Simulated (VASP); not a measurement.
# CdSe (P6_3mc) in VASP: a series of runs

The runs below take CdSe through single point, with r2SCAN.

All numbers are computed with VASP 6.6.1; they aren't measurements. Logs are shortened: lines on timing, memory, paths and dates and some standing lists are left out, and cuts for length are marked.

### Step 1. The cell of the first run

Symmetry: P6_3mc, No. 186, hexagonal system. The conventional cell has a = 4.513 Å, b = 4.513 Å, c = 6.664 Å, α = 90.00°, β = 90.00°, γ = 120.00°. Cd (site symmetry 3m) has 4 Se at 2.50 to 2.74 Å within 3.3 Å. Se (site symmetry 3m) has 4 Cd at 2.50 to 2.74 Å within 3.3 Å.

### Step 2. Single point, r2SCAN (strain +0.050 along x and y, -0.050 along z)

Input file POSCAR:

```
CdSe
1.0
    4.5134249099      0.0000000000      0.0000000000
   -2.2567124550      3.9087406301      0.0000000000
    0.0000000000      0.0000000000      6.6644400000
Cd Se
2 2
Direct
    0.6666666667      0.3333333333      0.0000000000
    0.3333333333      0.6666666667      0.5000000000
    0.6666666667      0.3333333333      0.3750000000
    0.3333333333      0.6666666667      0.8750000000
```

Input file INCAR.step1:

```
ALGO = Normal
EDIFF = 1E-4
ENCUT = 520
GGA = PE
ISMEAR = 0
LASPH = T
LCHARG = F
LREAL = F
LWAVE = T
NBANDS = 26
NELM = 60
PREC = Accurate
SIGMA = 0.05
```

Input file INCAR.step2:

```
ALGO = Normal
EDIFF = 1E-6
ENCUT = 520
ISIF = 2
ISMEAR = 0
ISTART = 1
LASPH = T
LCHARG = T
LELF = T
LMIXTAU = T
LREAL = F
LVHAR = T
LWAVE = F
METAGGA = R2SCAN
NBANDS = 26
NELM = 60
PREC = Accurate
SIGMA = 0.05
```

Input file KPOINTS:

```
k-points
0
Gamma
  6 6 4
```

Potentials or basis: VASP PAW PBE potentials, release 64 (Cd, Se).

The run is started by

```
$ cat potpaw_PBE.64/Cd/POTCAR potpaw_PBE.64/Se/POTCAR > POTCAR
$ cp INCAR.step1 INCAR
$ mpirun -np 1 vasp_std > vasp.out
$ cp INCAR.step2 INCAR
$ mpirun -np 1 vasp_std > vasp.out
```

OUTCAR:

```text
EDIFF = 1E-6
   ENCUT = 520
   ISIF = 2
   ISMEAR = 0
   ISTART = 1
   LASPH = T
   LREAL = F
   METAGGA = R2SCAN
   NELM = 60
   PREC = Accurate

 ion  position               nearest neighbor table
   1  0.667  0.333  0.000-   3 2.50   4 2.74   4 2.74   4 2.74
   2  0.333  0.667  0.500-   4 2.50   3 2.74   3 2.74   3 2.74
   3  0.667  0.333  0.375-   1 2.50   2 2.74   2 2.74   2 2.74
   4  0.333  0.667  0.875-   2 2.50   1 2.74   1 2.74   1 2.74

  LATTYP: Found a hexagonal cell.
 ALAT       =     4.5134249099
 C/A-ratio  =     1.4765815612

  Lattice vectors:

 A1 = (   4.5134249099,   0.0000000000,   0.0000000000)
 A2 = (  -2.2567124550,   3.9087406301,   0.0000000000)
 A3 = (   0.0000000000,   0.0000000000,   6.6644400000)

Analysis of symmetry for initial positions (statically):
=====================================================================
 Subroutine PRICEL returns:
 Original cell was already a primitive cell.

 Routine SETGRP: Setting up the symmetry group for a
 hexagonal supercell.

 Subroutine GETGRP returns: Found 12 space group operations
 (whereof  6 operations were pure point group operations)
 out of a pool of 24 trial point group operations.

The static configuration has the point symmetry C_3v.
 The point group associated with its full space group is C_6v.

Analysis of symmetry for dynamics (positions and initial velocities):
=====================================================================
 Subroutine PRICEL returns:
 Original cell was already a primitive cell.

 Routine SETGRP: Setting up the symmetry group for a
 hexagonal supercell.

 Subroutine GETGRP returns: Found 12 space group operations
 (whereof  6 operations were pure point group operations)
 out of a pool of 24 trial point group operations.

The dynamic configuration has the point symmetry C_3v.
 The point group associated with its full space group is C_6v.

 Subroutine INISYM returns: Found 12 space group operations
 (whereof  6 operations are pure point group operations),
 and found     1 'primitive' translations

----------------------------------------------------------------------------------------

                                     Primitive cell

  volume of cell :     117.5728

  direct lattice vectors                    reciprocal lattice vectors
     4.513424910  0.000000000  0.000000000     0.221561236  0.127918439  0.000000000
    -2.256712455  3.908740630  0.000000000     0.000000000  0.255836878  0.000000000
     0.000000000  0.000000000  6.664440000     0.000000000  0.000000000  0.150050117

  length of vectors
     4.513424910  4.513424910  6.664440000     0.255836878  0.255836878  0.150050117

  position of ions in fractional coordinates (direct lattice)
     0.666666667  0.333333333  0.000000000
     0.333333333  0.666666667  0.500000000
     0.666666667  0.333333333  0.375000000
     0.333333333  0.666666667  0.875000000

  ion indices of the primitive-cell ions
   primitive index   ion index
                 1           1
                 2           2
                 3           3
                 4           4

----------------------------------------------------------------------------------------

 KPOINTS: k-points

Automatic generation of k-mesh.
 Grid dimensions read from file:
 generate k-points for:    6    6    4

 Generating k-lattice:

  Cartesian coordinates                     Fractional coordinates (reciprocal lattice)
     0.036926873  0.021319740  0.000000000     0.166666667  0.000000000  0.000000000
     0.000000000  0.042639480  0.000000000     0.000000000  0.166666667  0.000000000
     0.000000000  0.000000000  0.037512529     0.000000000  0.000000000  0.250000000

  Length of vectors
     0.042639480  0.042639480  0.037512529

  Shift w.r.t. Gamma in fractional coordinates (k-lattice)
     0.000000000  0.000000000  0.000000000

 Subroutine IBZKPT returns following result:
 ===========================================

 Found     21 irreducible k-points:

 Following reciprocal coordinates:
            Coordinates               Weight
  0.000000  0.000000  0.000000      1.000000
  0.166667  0.000000  0.000000      6.000000
  0.333333  0.000000  0.000000      6.000000
  0.500000  0.000000  0.000000      3.000000
  0.166667  0.166667  0.000000      6.000000
  0.333333  0.166667  0.000000     12.000000
[... 13 lines left out ...]
  0.333333  0.166667  0.500000     12.000000
  0.333333  0.333333  0.500000      2.000000
   k-points           NKPTS =     21   k-points in BZ     NKDIM =     21   number of bands    NBANDS=     26
   number of dos      NEDOS =    301   number of ions     NIONS =      4
   total plane-waves  NPLWV =  64800
   dimension x,y,z NGX =    36 NGY =   36 NGZ =   50
   dimension x,y,z NGXF=    72 NGYF=   72 NGZF=  100
   ions per type =               2   2
   NGX,Y,Z   is equivalent  to a cutoff of  13.26, 13.26, 12.47 a.u.
   NGXF,Y,Z  is equivalent  to a cutoff of  26.52, 26.52, 24.95 a.u.
 SYSTEM =  unknown system
   PREC   = accura    normal or accurate (medium, high low for compatibility)
   ISTART =      1    job   : 0-new  1-cont  2-samecut
   ICHARG =      0    charge: 1-file 2-atom 10-const
   ISPIN  =      1    spin polarized calculation?
   LNONCOLLINEAR =      F non collinear calculations
   LSORBIT =      F    spin-orbit coupling
   LASPH  =      T    aspherical Exc in radial PAW
   ENCUT  =  520.0 eV  38.22 Ry    6.18 a.u.   8.39  8.39 12.39*2*pi/ulx,y,z
   NELM   =     60;   NELMIN=  2; NELMDL=  0     # of ELM steps
   EDIFF  = 0.1E-05   stopping-criterion for ELM
   LREAL  =      F    real-space projection
   EDIFFG = 0.1E-04   stopping-criterion for IOM
   NSW    =      0    number of steps for IOM
   IBRION =     -1    ionic relax: 0-MD 1-quasi-New 2-CG
   NFREE  =      0    steps in history (QN), initial steepest desc. (CG)
   ISIF   =      2    stress and relaxation
   ISYM   =      2    0-nonsym 1-usesym 2-fastsym
   POTIM  = 0.5000    time-step for ionic-motion
   TEBEG  =    0.0;   TEEND  =   0.0 temperature during run
   PSTRESS=    0.0 pullay stress
   NELECT =      36.0000    total number of electrons
   NUPDOWN=      -1.0000    fix difference up-down
   EMIN   =  10.00;   EMAX   =-10.00  energy-range for DOS
   EFERMI =   0.00;   METHOD = LEGACY
   ISMEAR =     0;   SIGMA  =   0.05  broadening in eV -4-tet -1-fermi 0-gaus
   EFERMI_NEDOS =   21; number of points for ismear=-14 and -15
   IALGO  =     38    algorithm
   IMIX   =      4    mixing-type and parameters
     AMIX     =   0.40;   BMIX     =  1.00
     AMIX_MAG =   1.60;   BMIX_MAG =  1.00
  volume/ion in A,a.u.               =      29.39       198.36
  Fermi-wavevector in a.u.,A,eV,Ry     =   1.103418  2.085158 16.565520  1.217531
  Thomas-Fermi vector in A             =   2.239876
   LORBIT       =      0    0 simple, 1 ext, 2 COOP (PROOUT), +10 PAW based schemes
   METAGGA = R2SCAN    functional components
   LHFCALC =     F    Hartree Fock is set to
   AEXX    =    0.0000 exact exchange contribution
   IVDW    =     0    specifies the selected vdW correction
   LEPSILON=     F    determine dielectric tensor
   LRPA    =     F    only Hartree local field effects (RPA)
 non-spin polarized calculation
 Gauss-broadening in eV      SIGMA  =   0.05
  energy-cutoff  :      520.00
  volume of cell :      117.57
 maximum number of plane-waves:      3217
 NGX is ok and might be reduce to    36
   NGX = 17   NGY = 17   NGZ = 25

 number of electron      35.9999998 magnetization

 Free energy of the ion-electron system (eV)
  ---------------------------------------------------
  ext. energy  EPLUGINS =         0.00000000
  ---------------------------------------------------
  free energy    TOTEN  =       -71.59233929 eV

  energy without entropy =      -71.59233929  energy(sigma->0) =      -71.59233929

 E-fermi :   0.6043     XC(G=0):  -9.1995

 val. band max:        0.3297126291   @ k =   0.0000   0.0000   0.0000
 cond. band min:       1.3980258769   @ k =   0.0000   0.0000   0.0000
 fundamental gap:      1.0683132478
 Fermi energy:         0.6043164366

 k-point     1 :       0.0000    0.0000    0.0000
  band No.  band energies     occupation
      1     -12.5097      2.00000
      2     -12.0847      2.00000
      3      -7.8099      2.00000
      4      -7.6963      2.00000
      5      -7.6963      2.00000
      6      -7.5944      2.00000
[... 18 lines left out ...]
     25       8.0982      0.00000
     26       8.8801      0.00000

 k-point     2 :       0.1667    0.0000    0.0000
  band No.  band energies     occupation
      1     -12.4424      2.00000
      2     -12.0683      2.00000
      3      -7.7838      2.00000
      4      -7.6811      2.00000
      5      -7.6444      2.00000
      6      -7.5809      2.00000
[... 18 lines left out ...]
     25       8.3130      0.00000
     26       8.4188      0.00000

 k-point     3 :       0.3333    0.0000    0.0000
  band No.  band energies     occupation
      1     -12.2919      2.00000
      2     -12.0493      2.00000
      3      -7.7319      2.00000
      4      -7.6604      2.00000
      5      -7.5833      2.00000
      6      -7.5189      2.00000
[... 18 lines left out ...]
     25       8.9353      0.00000
     26       9.6355      0.00000

 k-point     4 :       0.5000    0.0000    0.0000
  band No.  band energies     occupation
      1     -12.1963      2.00000
      2     -12.0593      2.00000
      3      -7.7071      2.00000
      4      -7.6549      2.00000
      5      -7.5601      2.00000
      6      -7.5327      2.00000
[... 18 lines left out ...]
     25       9.2076      0.00000
     26      10.0702      0.00000

 k-point     5 :       0.1667    0.1667    0.0000
  band No.  band energies     occupation
      1     -12.3327      2.00000
      2     -12.0514      2.00000
      3      -7.7412      2.00000
      4      -7.6711      2.00000
      5      -7.5741      2.00000
      6      -7.5600      2.00000
[... 18 lines left out ...]
     25       8.7888      0.00000
     26       9.4236      0.00000

 k-point     6 :       0.3333    0.1667    0.0000
  band No.  band energies     occupation
      1     -12.1976      2.00000
      2     -12.0589      2.00000
      3      -7.6902      2.00000
      4      -7.6703      2.00000
      5      -7.5760      2.00000
      6      -7.4997      2.00000
[... 340 lines left out ...]
 k-point    18 :       0.5000    0.0000    0.5000
  band No.  band energies     occupation
      1     -12.1123      2.00000
      2     -12.1123      2.00000
      3      -7.6893      2.00000
      4      -7.6893      2.00000
      5      -7.5631      2.00000
      6      -7.5631      2.00000
[... 18 lines left out ...]
     25       8.6061      0.00000
     26       8.6061      0.00000

 k-point    19 :       0.1667    0.1667    0.5000
  band No.  band energies     occupation
      1     -12.1788      2.00000
      2     -12.1788      2.00000
      3      -7.6803      2.00000
      4      -7.6803      2.00000
      5      -7.5973      2.00000
      6      -7.5973      2.00000
[... 18 lines left out ...]
     25       8.0984      0.00000
     26       8.0984      0.00000

 k-point    20 :       0.3333    0.1667    0.5000
  band No.  band energies     occupation
      1     -12.1128      2.00000
      2     -12.1128      2.00000
      3      -7.6813      2.00000
      4      -7.6813      2.00000
      5      -7.5675      2.00000
      6      -7.5675      2.00000
[... 18 lines left out ...]
     25       8.5621      0.00000
     26       8.5621      0.00000

 k-point    21 :       0.3333    0.3333    0.5000
  band No.  band energies     occupation
      1     -12.0912      2.00000
      2     -12.0912      2.00000
      3      -7.6749      2.00000
      4      -7.6749      2.00000
      5      -7.5629      2.00000
      6      -7.5629      2.00000
[... 18 lines left out ...]
     25       9.1539      0.00000
     26       9.1539      0.00000

------------------------ aborting loop because EDIFF is reached ----------------------------------------

  FORCE on cell =-STRESS in cart. coord.  units (eV):
  Direction    XX          YY          ZZ          XY          YZ          ZX
  --------------------------------------------------------------------------------------
  -------------------------------------------------------------------------------------
  Total       -2.2047063     -2.2047063      5.1646077      0.0000000      0.0000000      0.0000000
  in kB      -30.0437805    -30.0437805     70.3786906      0.0000000      0.0000000      0.0000000
  external PRESSURE =       3.4303765 kB  Pullay stress =       0.0000000 kB

 VOLUME and BASIS-vectors are now :
 -----------------------------------------------------------------------------
  energy-cutoff  :      520.00
  volume of cell :      117.57
      direct lattice vectors                 reciprocal lattice vectors
     4.513424910  0.000000000  0.000000000     0.221561236  0.127918439  0.000000000
    -2.256712455  3.908740630  0.000000000     0.000000000  0.255836878  0.000000000
     0.000000000  0.000000000  6.664440000     0.000000000  0.000000000  0.150050117

 POSITION                                       TOTAL-FORCE (eV/Angst)
 -----------------------------------------------------------------------------------
      2.25671      1.30291      0.00000         0.000000     -0.000000     -0.967826
     -0.00000      2.60583      3.33222        -0.000000      0.000000     -0.967826
      2.25671      1.30291      2.49917        -0.000000     -0.000000      0.967826
     -0.00000      2.60583      5.83139        -0.000000     -0.000000      0.967826
 -----------------------------------------------------------------------------------
    total drift:                               -0.000000     -0.000000     -0.000967

  FREE ENERGIE OF THE ION-ELECTRON SYSTEM (eV)
  ---------------------------------------------------
  free  energy   TOTEN  =       -71.5923392888 eV

  energy  without entropy=      -71.5923392888  energy(sigma->0) =      -71.59233929
```

Wall time 4.4 min (1 thread of Intel Xeon Platinum 8259CL at 2.50GHz (Skylake/Cascade Lake), shared host); peak memory 0.28 GiB.

What came out:

```yaml
Free_energy: -71.5923 eV
Pressure: 0.3 GPa
Largest_force: 0.968 eV/Å
Band_gap_on_the_k_mesh: 1.07 eV, direct
```

Forces in eV/Å, atoms in the order of the input:
```
Cd   0.000  0.000 -0.968
Cd   0.000  0.000 -0.968
Se   0.000  0.000  0.968
Se   0.000  0.000  0.968
```

Caveat: the cell differs from its parent crystal (strain +0.050 along x and y, -0.050 along z); the PAW data sets were made with another functional, which shifts forces and pressure a little.

### Step 3. Single point, r2SCAN (strain +0.025 along x and y, +0.000 along z)

Input file POSCAR:

```
CdSe
1.0
    4.4059624121      0.0000000000      0.0000000000
   -2.2029812060      3.8156753770      0.0000000000
    0.0000000000      0.0000000000      7.0152000000
Cd Se
2 2
Direct
    0.6666666667      0.3333333333      0.0000000000
    0.3333333333      0.6666666667      0.5000000000
    0.6666666667      0.3333333333      0.3750000000
    0.3333333333      0.6666666667      0.8750000000
```

Input file INCAR.step1:

```
  PREC = Accurate
  ENCUT = 520
  ISMEAR = 0
  SIGMA = 0.05
  LREAL = False
  LASPH = True
  NELM = 80
  NBANDS = 26
  GGA = PE
  ALGO = Normal
  EDIFF = 1E-4
  LWAVE = True
  LCHARG = False
```

Input file INCAR.step2:

```
  PREC = Accurate
  ENCUT = 520
  EDIFF = 1E-7
  ISMEAR = 0
  SIGMA = 0.05
  LREAL = False
  LASPH = True
  NELM = 80
  ALGO = Normal
  ISIF = 2
  LWAVE = False
  LCHARG = False
  METAGGA = R2SCAN
  LMIXTAU = True
  NBANDS = 26
  ISTART = 1
```

Input file KPOINTS:

```
regular mesh
0
Gamma
  6 6 4
```

Potentials or basis: VASP PAW PBE potentials, release 64 (Cd, Se).

The run is started by

```
$ cat potpaw_PBE.64/Cd/POTCAR potpaw_PBE.64/Se/POTCAR > POTCAR
$ cp INCAR.step1 INCAR
$ mpirun -np 1 vasp_std > vasp.out
$ cp INCAR.step2 INCAR
$ mpirun -np 1 vasp_std > vasp.out
```

It took 5.5 min on 1 thread of Intel Xeon Platinum 8259CL at 2.50GHz (Skylake/Cascade Lake), shared host; peak memory 0.3 GiB.

It converged, with:

```
Free energy            : -71.8115 eV
Pressure               : -0.7 GPa
Largest force          : 0.194 eV/Å
Band gap on the k mesh : 1.06 eV, direct
```

Forces in eV/Å, atoms in the order of the input:
```
Cd   0.000  0.000 -0.194
Cd   0.000  0.000 -0.194
Se   0.000  0.000  0.194
Se   0.000  0.000  0.194
```

Stress tensor (GPa, compression positive):
```
-1.49  0.00  0.00
 0.00 -1.49  0.00
 0.00  0.00  0.73
```

Levels at points of the mesh, in eV from the valence-band top:
| k point | band 14 | band 15 | band 16 | band 17 | band 18 | band 19 | band 20 | band 21 | band 22 | band 23 |
| --- | --- | --- | --- | --- | --- | --- | --- | --- | --- | --- |
| (0.00, 0.00, 0.00) | -0.78 | -0.78 | -0.01 | -0.01 | 0.00 | 1.06 | 2.52 | 6.29 | 6.29 | 6.92 |
| (0.50, 0.00, 0.00) | -3.37 | -2.51 | -1.78 | -1.24 | -0.66 | 3.62 | 3.63 | 5.19 | 6.61 | 6.86 |
| (0.00, 0.00, 0.50) | -2.48 | -0.41 | -0.41 | -0.41 | -0.41 | 2.72 | 2.72 | 6.32 | 6.32 | 6.68 |
| (0.50, 0.00, 0.50) | -3.98 | -1.26 | -1.26 | -1.21 | -1.21 | 3.35 | 3.35 | 5.31 | 5.31 | 8.06 |

Caveat: the cell differs from its parent crystal (strain +0.025 along x and y, +0.000 along z); the PAW data sets were made with another functional, which shifts forces and pressure a little.

### Step 4. Single point, r2SCAN (strain +0.050 along x and y, -0.025 along z)

Input file POSCAR:

```
CdSe
1.0
    4.5134249099      0.0000000000      0.0000000000
   -2.2567124550      3.9087406301      0.0000000000
    0.0000000000      0.0000000000      6.8398200000
Cd Se
2 2
Direct
    0.6666666667      0.3333333333      0.0000000000
    0.3333333333      0.6666666667      0.5000000000
    0.6666666667      0.3333333333      0.3750000000
    0.3333333333      0.6666666667      0.8750000000
```

Input file INCAR.step1:

```
SYSTEM = CdSe
PREC = Accurate ; ENCUT = 520
ISMEAR = 0 ; SIGMA = 0.05
LREAL = .FALSE. ; LASPH = .TRUE.
NELM = 80 ; NBANDS = 26
GGA = PE ; ALGO = Normal
EDIFF = 1E-4 ; LWAVE = .TRUE.
LCHARG = .FALSE.
```

Input file INCAR.step2:

```
SYSTEM = CdSe
PREC = Accurate ; ENCUT = 520
EDIFF = 1E-7 ; ISMEAR = 0
SIGMA = 0.05 ; LREAL = .FALSE.
LASPH = .TRUE. ; NELM = 80
ALGO = Normal ; ISIF = 2
LWAVE = .FALSE. ; LCHARG = .FALSE.
METAGGA = R2SCAN ; LMIXTAU = .TRUE.
NBANDS = 26 ; ISTART = 1
```

Input file KPOINTS:

```
Automatic mesh
0
G
  6 6 4
  0 0 0
```

The run is started by

```
$ cat potpaw_PBE.64/Cd/POTCAR potpaw_PBE.64/Se/POTCAR > POTCAR
$ cp INCAR.step1 INCAR
$ mpirun -np 1 vasp_std > vasp.out
$ cp INCAR.step2 INCAR
$ mpirun -np 1 vasp_std > vasp.out
```

Run time: 5.6 min. Hardware: 1 thread of Intel Xeon Platinum 8259CL at 2.50GHz (Skylake/Cascade Lake), shared host; peak memory 0.3 GiB.

Results (log left out):

```
Free energy            : -71.6871 eV
Pressure               : -1.3 GPa
Largest force          : 0.575 eV/Å
Band gap on the k mesh : 1.00 eV, direct
```

Forces on the atoms (eV/Å):
```
Cd   0.000  0.000 -0.575
Cd   0.000  0.000 -0.575
Se   0.000  0.000  0.575
Se   0.000  0.000  0.575
```

Stress tensor (GPa, compression positive):
```
-3.47  0.00  0.00
 0.00 -3.47  0.00
 0.00  0.00  2.94
```

Levels at points of the mesh, in eV from the valence-band top:
```csv
k point,band 16,band 17,band 18,band 19,band 20,band 21
"(0.00, 0.00, 0.00)",-0.06,-0.06,0.00,1.00,2.25,6.08
"(0.50, 0.00, 0.00)",-1.84,-1.23,-0.61,3.43,3.59,5.34
"(0.00, 0.00, 0.50)",-0.51,-0.51,-0.51,2.62,2.62,6.41
"(0.50, 0.00, 0.50)",-1.27,-1.08,-1.08,3.36,3.36,5.37
```

Caveat: the cell differs from its parent crystal (strain +0.050 along x and y, -0.025 along z); the PAW data sets were made with another functional, which shifts forces and pressure a little.

(Continued in part 2 of 2.)
